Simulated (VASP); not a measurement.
Runs of VASP 6.6.1 on PbO. The structure is that of space group P4/nmm (No. 129), or close to it. The cells are those of the table. 

```csv
level,spin,cell,k mesh,cutoff (eV),grid for exact exchange (PRECFOCK),share of exact exchange,gap on the mesh (eV),pressure (GPa),moment (μB),largest force (eV/Å)
PBEsol-based global hybrid with 25 % exact exchange,off,"a = 3.990, b = 3.990, c = 5.010 Å, 4 atoms",4 × 4 × 3,520,Normal,0.25,2.45,(b),-,0.81
PBE0,off,"a = 3.990, b = 3.990, c = 5.010 Å, 4 atoms",4 × 4 × 3,520,Normal,0.25,2.50,-0.9,-,0.58
PBE,"non-collinear, zero start, SOC","a = 4.043, b = 4.043, c = 5.076 Å, 4 atoms",7 × 7 × 6,600,-,-,-,-0.3,0.00,0.43
r2SCAN,"non-collinear, zero start, SOC","a = 3.990, b = 3.990, c = 5.010 Å, 4 atoms",7 × 7 × 6,660,-,-,-,(a),0.00,0.27
```

Alike in all rows: potentials or basis VASP PAW PBE potentials, release 64 (Pb_d, O).

Task: Fill in the values left out.

Result: (a) 0.0; (b) -3.7.

Caveats: the PAW data sets were made with another functional, which shifts forces and pressure a little (at least some runs); spin-orbit coupling is left out, which moves the levels of the heavy elements (at least some runs); the cell stands under tension (at least some runs).

A k mesh can miss the band edges, and rows without SOC leave out spin-orbit coupling on Pb.
